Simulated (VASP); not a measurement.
# In3Cl (P4/mmm) in VASP: single point with PBE

Aim: the single point of In3Cl with PBE.

Everything below comes from runs of VASP 6.6.1. Logs are shortened: lines on timing, memory, paths and dates and some standing lists are left out, and cuts for length are marked.

**1. The cell of the first run**

It takes space group P4/mmm (No. 123, tetragonal). Conventional cell: a = 5.619 Å, b = 5.619 Å, c = 3.449 Å, α = 90.00°, β = 90.00°, γ = 90.00°. Within 4.3 Å of In (site symmetry mmm) lie 10 In at 3.30 to 3.97 Å and 4 Cl at 3.30 Å. In (site symmetry 4/mmm) has 10 In at 3.30 to 3.45 Å and 4 Cl at 3.97 Å within 4.3 Å. Cl (site symmetry 4/mmm) has 12 In at 3.30 to 3.97 Å and 2 Cl at 3.45 Å within 4.3 Å.

The cell was built from a structure type or drawn by symmetry, and may not be a known phase.

**2. Single point, PBE**

The input, INCAR:

```
PREC = Accurate
ENCUT = 520
EDIFF = 1E-6
ISMEAR = 0
SIGMA = 0.1
LREAL = F
LASPH = T
NELM = 100
ALGO = Normal
ISIF = 2
LWAVE = F
LCHARG = F
GGA = PE
NBANDS = 31
```

The input, KPOINTS:

```
Automatic mesh
0
Gamma
  8 8 14
```

The input, POSCAR:

```
In3Cl
1.0
    5.6194074828      0.0000000000      0.0000000000
    0.0000000000      5.6194074828      0.0000000000
    0.0000000000      0.0000000000      3.4491428654
In Cl
3 1
Direct
    0.0000000000      0.5000000000      0.5000000000
    0.5000000000      0.0000000000      0.5000000000
    0.5000000000      0.5000000000      0.0000000000
    0.0000000000      0.0000000000      0.0000000000
```

Potentials or basis: VASP PAW PBE potentials, release 64 (In_d, Cl).

Command:

```console
$ cat potpaw_PBE.64/In_d/POTCAR potpaw_PBE.64/Cl/POTCAR > POTCAR
$ mpirun -np 1 vasp_std > vasp.out
```

OUTCAR:

```text
PREC = Accurate
   ENCUT = 520
   EDIFF = 1E-6
   ISMEAR = 0
   LREAL = F
   LASPH = T
   NELM = 100
   ISIF = 2
   GGA = PE

 ion  position               nearest neighbor table
   1  0.000  0.500  0.500-   3 3.30   4 3.30   3 3.30   4 3.30   4 3.30   4 3.30   3 3.30   3 3.30
                             2 3.97   2 3.97   2 3.97   2 3.97
   2  0.500  0.000  0.500-   3 3.30   4 3.30   3 3.30   4 3.30   3 3.30   3 3.30   4 3.30   4 3.30
                             1 3.97   1 3.97   1 3.97   1 3.97
   3  0.500  0.500  0.000-   1 3.30   2 3.30   1 3.30   2 3.30   2 3.30   2 3.30   1 3.30   1 3.30

   4  0.000  0.000  0.000-   1 3.30   2 3.30   1 3.30   2 3.30   1 3.30   1 3.30   2 3.30   2 3.30

  LATTYP: Found a simple tetragonal cell.
 ALAT       =     5.6194074828
 C/A-ratio  =     0.6137912006

  Lattice vectors:

 A1 = (   5.6194074828,   0.0000000000,   0.0000000000)
 A2 = (   0.0000000000,   5.6194074828,   0.0000000000)
 A3 = (   0.0000000000,   0.0000000000,   3.4491428654)

Analysis of symmetry for initial positions (statically):
=====================================================================
 Subroutine PRICEL returns:
 Original cell was already a primitive cell.

 Routine SETGRP: Setting up the symmetry group for a
 simple tetragonal supercell.

 Subroutine GETGRP returns: Found 16 space group operations
 (whereof 16 operations were pure point group operations)
 out of a pool of 16 trial point group operations.

The static configuration has the point symmetry D_4h.

Analysis of symmetry for dynamics (positions and initial velocities):
=====================================================================
 Subroutine PRICEL returns:
 Original cell was already a primitive cell.

 Routine SETGRP: Setting up the symmetry group for a
 simple tetragonal supercell.

 Subroutine GETGRP returns: Found 16 space group operations
 (whereof 16 operations were pure point group operations)
 out of a pool of 16 trial point group operations.

The dynamic configuration has the point symmetry D_4h.

 Subroutine INISYM returns: Found 16 space group operations
 (whereof 16 operations are pure point group operations),
 and found     1 'primitive' translations

----------------------------------------------------------------------------------------

                                     Primitive cell

[... 92 lines left out ...]
   ENCUT  =  520.0 eV  38.22 Ry    6.18 a.u.  10.45 10.45  6.41*2*pi/ulx,y,z
   NELM   =    100;   NELMIN=  2; NELMDL= -5     # of ELM steps
   EDIFF  = 0.1E-05   stopping-criterion for ELM
   LREAL  =      F    real-space projection
   EDIFFG = 0.1E-04   stopping-criterion for IOM
   NSW    =      0    number of steps for IOM
   IBRION =     -1    ionic relax: 0-MD 1-quasi-New 2-CG
   NFREE  =      0    steps in history (QN), initial steepest desc. (CG)
   ISIF   =      2    stress and relaxation
   ISYM   =      2    0-nonsym 1-usesym 2-fastsym
   POTIM  = 0.5000    time-step for ionic-motion
   TEBEG  =    0.0;   TEEND  =   0.0 temperature during run
   PSTRESS=    0.0 pullay stress
   NELECT =      46.0000    total number of electrons
   NUPDOWN=      -1.0000    fix difference up-down
   EMIN   =  10.00;   EMAX   =-10.00  energy-range for DOS
   EFERMI =   0.00;   METHOD = LEGACY
   ISMEAR =     0;   SIGMA  =   0.10  broadening in eV -4-tet -1-fermi 0-gaus
   EFERMI_NEDOS =   21; number of points for ismear=-14 and -15
   IALGO  =     38    algorithm
   IMIX   =      4    mixing-type and parameters
     AMIX     =   0.40;   BMIX     =  1.00
     AMIX_MAG =   1.60;   BMIX_MAG =  1.00
  volume/ion in A,a.u.               =      27.23       183.75
  Fermi-wavevector in a.u.,A,eV,Ry     =   1.228278  2.321109 20.526661  1.508667
  Thomas-Fermi vector in A             =   2.363210
   LORBIT       =      0    0 simple, 1 ext, 2 COOP (PROOUT), +10 PAW based schemes
   GGA     = PE    functional components
   LHFCALC =     F    Hartree Fock is set to
   AEXX    =    0.0000 exact exchange contribution
   IVDW    =     0    specifies the selected vdW correction
   LEPSILON=     F    determine dielectric tensor
   LRPA    =     F    only Hartree local field effects (RPA)
 non-spin polarized calculation
 Gauss-broadening in eV      SIGMA  =   0.10
  energy-cutoff  :      520.00
  volume of cell :      108.92
 maximum number of plane-waves:      2985
 NGX is ok and might be reduce to    42
   NGX = 21   NGY = 21   NGZ = 13

 number of electron      46.0000002 magnetization

 Free energy of the ion-electron system (eV)
  ---------------------------------------------------
  ext. energy  EPLUGINS =         0.00000000
  ---------------------------------------------------
  free energy    TOTEN  =       -10.76260041 eV

  energy without entropy =      -10.75489170  energy(sigma->0) =      -10.75874605

 E-fermi :   5.8733     XC(G=0):  -9.6159

 val. band max:        5.8680794563   @ k =   0.3750   0.0000   0.2857
 cond. band min:       5.8741823620   @ k =   0.1250   0.1250   0.2143
 fundamental gap:      0.0061029057
 Fermi energy:         5.8733225741

 k-point     1 :       0.0000    0.0000    0.0000
  band No.  band energies     occupation
      1      -9.6133      2.00000
      2      -8.8996      2.00000
      3      -8.8801      2.00000
      4      -8.8345      2.00000
      5      -8.7872      2.00000
      6      -8.7872      2.00000
[... 805 lines left out ...]
     30      13.5090      0.00000
     31      13.8583      0.00000

 [... further k-points ...]

------------------------ aborting loop because EDIFF is reached ----------------------------------------

  FORCE on cell =-STRESS in cart. coord.  units (eV):
  Direction    XX          YY          ZZ          XY          YZ          ZX
  --------------------------------------------------------------------------------------
  -------------------------------------------------------------------------------------
  Total       -0.0451318     -0.0451318     -0.0487305      0.0000000     -0.0000000      0.0000000
  in kB       -0.6638977     -0.6638977     -0.7168345      0.0000000     -0.0000000      0.0000000
  external PRESSURE =      -0.6815433 kB  Pullay stress =       0.0000000 kB

 VOLUME and BASIS-vectors are now :
 -----------------------------------------------------------------------------
  energy-cutoff  :      520.00
  volume of cell :      108.92
      direct lattice vectors                 reciprocal lattice vectors
     5.619407483  0.000000000  0.000000000     0.177954705  0.000000000  0.000000000
     0.000000000  5.619407483  0.000000000     0.000000000  0.177954705  0.000000000
     0.000000000  0.000000000  3.449142865     0.000000000  0.000000000  0.289927103

 POSITION                                       TOTAL-FORCE (eV/Angst)
 -----------------------------------------------------------------------------------
      0.00000      2.80970      1.72457         0.000000      0.000000      0.000000
      2.80970      0.00000      1.72457         0.000000      0.000000      0.000000
      2.80970      2.80970      0.00000         0.000000      0.000000      0.000000
      0.00000      0.00000      0.00000         0.000000      0.000000      0.000000
 -----------------------------------------------------------------------------------
    total drift:                                0.000000     -0.000000      0.000000

  FREE ENERGIE OF THE ION-ELECTRON SYSTEM (eV)
  ---------------------------------------------------
  free  energy   TOTEN  =       -10.7626004113 eV

  energy  without entropy=      -10.7548916965  energy(sigma->0) =      -10.75874605
```

Wall time 8 min (1 thread of AMD EPYC 7R43 (Zen 3), shared host); peak memory 0.39 GiB.

Results:

- Free energy: -10.7626 eV
- Pressure: -0.1 GPa
- Band gap on the k mesh: zero (bands 23 and 24 overlap by 2.67 eV)

Caveat: spin-orbit coupling is left out, which moves the levels of the heavy elements.
